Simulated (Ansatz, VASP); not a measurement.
**Two plane-wave programs on Pt**

```
Pt
1.0
     0.00000    2.31427    1.50173
     2.31427    0.00000    1.50173
     2.31427    2.31427    0.00000
Pt
1
Direct
  0.00000 0.00000 0.00000
```

Alike in both runs: task single point; functional LDA; k mesh 22 × 22 × 22; occupations gaussian, width 0.15 eV; no spin polarisation.

|  | VASP | Ansatz |
| --- | --- | --- |
| version | VASP 6.6.1 | Ansatz 0.2.0 |
| potentials or method | VASP PAW LDA potentials, release 64 (Pt), cutoff 520 eV | scalar-relativistic, plane waves, PAW |
| valence electrons in the cell | 10 | 18 |

Ansatz gave:

* gap on the k mesh at the Fermi level (eV): none
* pressure (GPa): -18.5
* traceless stress, the component that is largest in VASP (GPa): -5.78

**Question.** Estimate VASP's values.

**Answer.** gap on the k mesh at the Fermi level (eV): none; pressure (GPa): -18.0; traceless stress, the component that is largest in VASP (GPa): -5.64.

LDA's correlation is that of Perdew and Zunger in VASP and of Perdew and Wang (1992) in Ansatz. A gap of «none» marks a metal or a gap that the smearing closes. VASP's potentials hold 10 valence electrons a cell and Ansatz's 18, so a difference there can come from the potentials and not from the codes.

Neither program's run includes spin-orbit coupling.
